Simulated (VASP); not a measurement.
The system is SiNi2.

```
CELL_PARAMETERS angstrom
3.21793 0.00000 0.00000
-1.60897 2.78681 0.00000
0.00000 0.00000 3.47451
ATOMIC_POSITIONS crystal
Si 0.00000 0.00000 0.00000
Ni 0.33333 0.66667 0.50000
Ni 0.66667 0.33333 0.50000
```

```yaml
Program: VASP 6.6.1
Task: relaxation of cell and atoms
Functional: PBE
Potentials_or_basis: VASP PAW PBE potentials, release 64 (Si, Ni)
Cutoff: 600 eV
k_mesh: 6 × 6 × 6
Occupations: gaussian, width 0.1 eV
Spin: no spin polarisation
```

At the start: pressure 84.0 GPa; volume 10.39 Å³/atom.

**Question.** Where does the relaxation end?

**Answer.** Over 16 steps the energy falls by 1628.9 meV/atom and the volume is 11.29 Å³/atom (+8.7 %); space group P6/mmm (No. 191, to 0.05 Å).

The path:
| step | energy change (eV) | largest force (eV/Å) | pressure (GPa) | volume (Å³) |
| --- | --- | --- | --- | --- |
| 1 | 0.0000 | 0.0000 | 84.00 | 31.16 |
| 2 | -1.2648 | 0.0000 | -23.11 | 60.80 |
| 3 | -3.2022 | 0.0000 | -9.37 | 43.65 |
| 4 | -3.2071 | 0.0000 | -8.21 | 43.25 |
| 5 | -3.2083 | 0.0000 | -7.32 | 42.97 |
| 6 | -3.7681 | 0.0000 | -7.62 | 40.23 |
| 7 | -4.4862 | 0.0000 | 22.48 | 30.89 |
| 8 | -4.4535 | 0.0000 | -5.81 | 36.80 |
| 9 | -4.8534 | 0.0000 | 0.79 | 33.93 |
| 10 | -4.8628 | 0.0000 | 6.45 | 32.74 |
| 11 | -4.8764 | 0.0000 | 3.73 | 33.26 |
| 12 | -4.8744 | 0.0000 | 4.83 | 33.04 |
| 13 | -4.8517 | 0.0000 | -3.55 | 34.53 |
| 14 | -4.8830 | 0.0000 | 1.65 | 33.54 |
| 15 | -4.8857 | 0.0000 | -0.97 | 34.07 |
| 16 | -4.8868 | 0.0000 | -0.08 | 33.88 |

Final structure:
```
Si Ni
1.0
     3.96804    0.00000    0.00000
    -1.98402    3.43642    0.00000
     0.00000    0.00000    2.48496
Si Ni
1 2
Direct
  0.00000 0.00000 0.00000
  0.33333 0.66667 0.50000
  0.66667 0.33333 0.50000
```

Caveat: the k points lie up to 0.42 Å⁻¹ apart in the final cell.
